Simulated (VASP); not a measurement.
The system is HfPdSe2.

```
Hf Pd Se
1.0
     4.09751    0.00000    0.00000
     0.00000    4.09751    0.00000
     0.00000    0.00000    5.96619
Hf Pd Se
1 1 2
Direct
  0.00000 0.00000 0.50000
  0.00000 0.00000 0.00000
  0.50000 0.50000 0.50000
  0.50000 0.50000 0.00000
```

The cell was built from a structure type or drawn by symmetry, and may not be a known phase.

* Program: VASP 6.6.1
* Task: relaxation of cell and atoms
* Functional: PBE
* Potentials or basis: VASP PAW PBE potentials, release 64 (Hf_pv, Pd, Se)
* Cutoff: 600 eV
* k mesh: 4 × 4 × 4
* Occupations: gaussian, width 0.1 eV
* Spin: no spin polarisation

At the start: pressure -12.4 GPa; volume 25.04 Å³/atom.

How do energy, volume and symmetry change on relaxing?

Over 10 steps the energy falls by 227.3 meV/atom and the volume is 20.66 Å³/atom (-17.5 %); space group P4/mmm (No. 123, to 0.1 Å) before and after.

The path:
```csv
step,energy change (eV),largest force (eV/Å),pressure (GPa),volume (Å³)
1,0.0000,0.0000,-12.39,100.17
2,-0.6427,0.0000,11.72,74.61
3,-0.8844,0.0000,0.02,81.92
4,-0.8843,0.0000,0.45,81.58
5,-0.8955,0.0000,0.58,81.69
6,-0.9013,0.0000,1.25,81.92
7,-0.9066,0.0000,0.85,81.81
8,-0.9072,0.0000,1.00,81.86
9,-0.9034,0.0000,-1.28,83.97
10,-0.9094,0.0000,0.11,82.64
```

Final structure:
```cif
data_structure
_symmetry_space_group_name_H-M 'P 1'
_symmetry_Int_Tables_number 1
_cell_length_a 3.7560
_cell_length_b 3.7560
_cell_length_c 5.8583
_cell_angle_alpha 90.000
_cell_angle_beta 90.000
_cell_angle_gamma 90.000
_cell_volume 82.64
loop_
_atom_site_label
_atom_site_type_symbol
_atom_site_fract_x
_atom_site_fract_y
_atom_site_fract_z
_atom_site_occupancy
Hf1 Hf 0.00000 0.00000 0.50000 1
Pd1 Pd 0.00000 0.00000 0.00000 1
Se1 Se 0.50000 0.50000 0.50000 1
Se2 Se 0.50000 0.50000 0.00000 1
```

Caveat: the k points lie up to 0.42 Å⁻¹ apart in the final cell, too coarse for converged energies and pressures of a metal; the volume moved by over 15 % at a fixed basis, so the end points are rough.
